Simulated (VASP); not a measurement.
Here is a VASP 6.6.1 calculation.

INCAR

```
SYSTEM = Cu
  ALGO = Fast
  EDIFF = 1E-6
  ENCUT = 520
  GGA = PS
  ISIF = 2
  ISMEAR = 0
  ISYM = 0
  LASPH = .True.
  LCHARG = .False.
  LREAL = .False.
  LWAVE = .False.
  NBANDS = 18
  NELM = 60
  PREC = Accurate
  SIGMA = 0.1
```

The input KPOINTS:

```
k-points
0
Gamma
  14 8 18
  0 0 0
```

POSCAR

```
Cu
1.0
    2.5205910259      0.0000000000      0.0000000000
   -1.2602955130      4.6594847538      0.0000000000
    1.2602955130      1.0226526304      1.9285268827
Cu
2
Direct
    0.0833333333      0.7500000000      0.5833333333
    0.9166666667      0.2500000000      0.4166666667
```

Potentials or basis: VASP PAW PBE potentials, release 64 (Cu).

Command:

```bash
$ cat potpaw_PBE.64/Cu/POTCAR > POTCAR
$ mpirun -np 1 vasp_std > vasp.out
```

**Question.** Estimate the largest force.

**Answer.** 0.011 eV/Å.

**Question.** Estimate the band gap on the k mesh.

**Answer.** Zero (bands 11 and 12 overlap by 5.76 eV).

**Question.** Estimate the pressure.

**Answer.** 0.3 GPa.

Forces in eV/Å, atoms in the order of the input:
```
Cu  -0.003 -0.007 -0.008
Cu   0.003  0.007  0.008
```

Caveat: the PAW data sets were made with another functional, which shifts forces and pressure a little.
